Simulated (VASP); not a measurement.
# SrTiO3: single point with PBE

SrTiO3:

```xyz
5
Lattice="3.9363 0.0000 0.0000 0.0000 3.9363 0.0000 0.0000 0.0000 3.9363" Properties=species:S:1:pos:R:3 pbc="T T T"
Sr    1.9682    1.9682    1.9682
Ti    0.0000    0.0000    0.0000
O     0.0000    0.0000    1.9682
O     0.0000    1.9682    0.0000
O     1.9682    0.0000    0.0000
```

The cell was generated, and may not be a known phase.

```json
{"Program": "VASP 6.6.1", "Task": "single point", "Functional": "PBE", "Potentials or basis": "VASP PAW PBE potentials, release 64 (Sr_sv, Ti_sv, O)", "Cutoff": "520 eV", "k mesh": "8 × 8 × 8", "Occupations": "gaussian, width 0.02 eV", "Spin": "no spin polarisation"}
```

The pressure is 0.6 GPa and the band gap on the k mesh is 1.81 eV (least direct gap 2.18 eV).

Levels at points of the mesh, in eV from the valence-band top:
```tsv
k point	band 17	band 18	band 19	band 20	band 21	band 22	band 23	band 24
(0.00, 0.00, 0.00)	-1.13	-0.37	-0.37	-0.37	1.81	1.81	1.81	4.14
(0.50, 0.00, 0.00)	-2.29	-1.91	-0.73	-0.73	1.97	3.66	3.66	4.15
(0.50, 0.50, 0.00)	-1.74	-1.54	-1.54	-0.09	3.66	3.66	4.11	5.08
(0.50, 0.50, 0.50)	-3.67	0.00	0.00	0.00	4.31	4.31	4.31	6.85
```

Run time: 30 s on 1 thread of Intel(R) Xeon(R) 6975P-C (Granite Rapids) (shared host), peak memory 0.2 GiB.

A k mesh can miss the band edges.
